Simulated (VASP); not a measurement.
Wanted: the native input for a VASP 6.6.1 run.

```
Task                               : single point
Functional                         : r2SCAN50
Potentials or basis                : VASP PAW PBE potentials, release 64 (K_sv, Ba_sv, I)
Cutoff                             : 520 eV
k mesh                             : 2 × 2 × 2
Occupations                        : gaussian, width 0.01 eV
Spin                               : no spin polarisation
Dipole correction                  : no
Grid for exact exchange (PRECFOCK) : Fast
Further INCAR settings             : ALGO = Normal; EDIFF = 1e-06; NBANDS = 28
Share of exact exchange            : 0.5
```

Crystal: KBaI3.

```
K Ba I
1.0
     6.71919    0.00000    0.00000
     0.00000    6.71919    0.00000
     0.00000    0.00000    6.71919
K Ba I
1 1 3
Direct
  0.00000 0.00000 0.00000
  0.50000 0.50000 0.50000
  0.50000 0.50000 0.00000
  0.50000 0.00000 0.50000
  0.00000 0.50000 0.50000
```

These files were run (other wordings do the same):

POSCAR

```
KBaI3
1.0
    6.7191903973      0.0000000000      0.0000000000
    0.0000000000      6.7191903973      0.0000000000
    0.0000000000      0.0000000000      6.7191903973
K Ba I
1 1 3
Direct
    0.0000000000      0.0000000000      0.0000000000
    0.5000000000      0.5000000000      0.5000000000
    0.5000000000      0.5000000000      0.0000000000
    0.5000000000      0.0000000000      0.5000000000
    0.0000000000      0.5000000000      0.5000000000
```

INCAR.step1

```
SYSTEM = KBaI3
  ALGO = Normal
  EDIFF = 1E-5
  ENCUT = 520
  GGA = PE
  ISIF = 2
  ISMEAR = 0
  LASPH = .TRUE.
  LREAL = .FALSE.
  LWAVE = .TRUE.
  NBANDS = 28
  NELM = 100
  PREC = Accurate
  SIGMA = 0.01
```

INCAR.step2

```
SYSTEM = KBaI3
  AEXX = 0.5
  ALGO = Normal
  EDIFF = 1E-6
  ENCUT = 520
  ISIF = 2
  ISMEAR = 0
  ISTART = 1
  LASPH = .TRUE.
  LCHARG = .TRUE.
  LELF = .TRUE.
  LHFCALC = .TRUE.
  LMIXTAU = .TRUE.
  LREAL = .FALSE.
  LVHAR = .TRUE.
  LWAVE = .FALSE.
  METAGGA = R2SCAN
  NBANDS = 28
  NELM = 100
  PREC = Accurate
  PRECFOCK = Fast
  SIGMA = 0.01
```

KPOINTS

```
k-points
0
G
  2 2 2
  0 0 0
```

Potentials or basis: VASP PAW PBE potentials, release 64 (K_sv, Ba_sv, I).

Launch:

```console
$ cat potpaw_PBE.64/K_sv/POTCAR potpaw_PBE.64/Ba_sv/POTCAR potpaw_PBE.64/I/POTCAR > POTCAR
$ cp INCAR.step1 INCAR
$ mpirun -np 1 vasp_std > vasp.out
$ cp INCAR.step2 INCAR
$ mpirun -np 1 vasp_std > vasp.out
```

It gave:

```
Pressure               : 0.0 GPa
Band gap on the k mesh : 6.48 eV (least direct gap 6.70 eV)
```

Caveat: the k points lie up to 0.47 Å⁻¹ apart; the PAW data sets were made with another functional, which shifts forces and pressure a little; spin-orbit coupling is left out, which moves the levels of the heavy elements.

Wall time 6.8 min on 1 thread of Intel(R) Xeon(R) Platinum 8488C (Sapphire Rapids), with other jobs on the host, peak memory 0.43 GiB.
